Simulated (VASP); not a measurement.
Write the native input for VASP 6.6.1 that does the following.

```
Task                   : relaxation of cell and atoms
Functional             : r2SCAN
Potentials or basis    : VASP PAW PBE potentials, release 64 (Zn, O)
Cutoff                 : 600 eV
k mesh                 : 12 × 12 × 4
Occupations            : fermi-dirac, width 0.02 eV
Spin                   : no spin polarisation
Dipole correction      : no
Further INCAR settings : ALGO = Normal; EDIFF = 1e-06; IBRION = 2; EDIFFG = -0.005; NSW = 80; ISIF = 3
```

The system is ZnO.

```xyz
4
Lattice="3.2794 0.0000 0.0000 -1.6397 2.8400 0.0000 0.0000 0.0000 5.2939" Properties=species:S:1:pos:R:3 pbc="T T T"
Zn    0.0000    1.8934   -0.0107
Zn    1.6397    0.9467    2.6362
O     0.0000    1.8934    1.9959
O     1.6397    0.9467    4.6429
```

One way to write it, as run:

POSCAR

```
ZnO
1.0
    3.2793887450      0.0000000000      0.0000000000
   -1.6396943725      2.8400339621      0.0000000000
    0.0000000000      0.0000000000      5.2939074201
Zn O
2 2
Direct
    0.3333333333      0.6666666667     -0.0020276074
    0.6666666667      0.3333333333      0.4979723926
    0.3333333333      0.6666666667      0.3770276074
    0.6666666667      0.3333333333      0.8770276074
```

INCAR.step1

```
SYSTEM = ZnO
  PREC = Accurate
  ENCUT = 600
  ISMEAR = -1
  SIGMA = 0.02
  LREAL = .False.
  LASPH = .True.
  NELM = 100
  GGA = PE
  ALGO = Normal
  EDIFF = 1E-4
  LWAVE = .True.
  LCHARG = .False.
```

INCAR.step2

```
SYSTEM = ZnO
  PREC = Accurate
  ENCUT = 600
  EDIFF = 1E-6
  ISMEAR = -1
  SIGMA = 0.02
  LREAL = .False.
  LASPH = .True.
  NELM = 100
  ALGO = Normal
  ISIF = 3
  LWAVE = .False.
  LCHARG = .False.
  METAGGA = R2SCAN
  LMIXTAU = .True.
  IBRION = 2
  NSW = 80
  EDIFFG = -0.005
  ISTART = 1
```

KPOINTS

```
regular mesh
0
Gamma
  12 12 4
  0 0 0
```

Potentials or basis: VASP PAW PBE potentials, release 64 (Zn, O).

Run with:

```sh
$ cat potpaw_PBE.64/Zn/POTCAR potpaw_PBE.64/O/POTCAR > POTCAR
$ cp INCAR.step1 INCAR
$ mpirun -np 1 vasp_std > vasp.out
$ cp INCAR.step2 INCAR
$ mpirun -np 1 vasp_std > vasp.out
```

Results of the run:

- Relaxed volume: 11.86 Å³/atom
- Relaxed cell: a = 3.241 Å, b = 3.241 Å, c = 5.216 Å, α = 90.00°, β = 90.00°, γ = 120.00°
- Space group after relaxing (to 0.1 Å): P6_3mc (No. 186)
- Energy gained by relaxing: 8.3 meV/atom
- Ionic steps: 8
- Pressure after relaxing: 0.0 GPa
- Band gap on the k mesh: 1.23 eV

Caveat: the PAW data sets were made with another functional, which shifts forces and pressure a little.

It took 27 min on 1 thread of AMD EPYC 9R14 (Zen 4), on a shared host, peak memory 0.2 GiB.
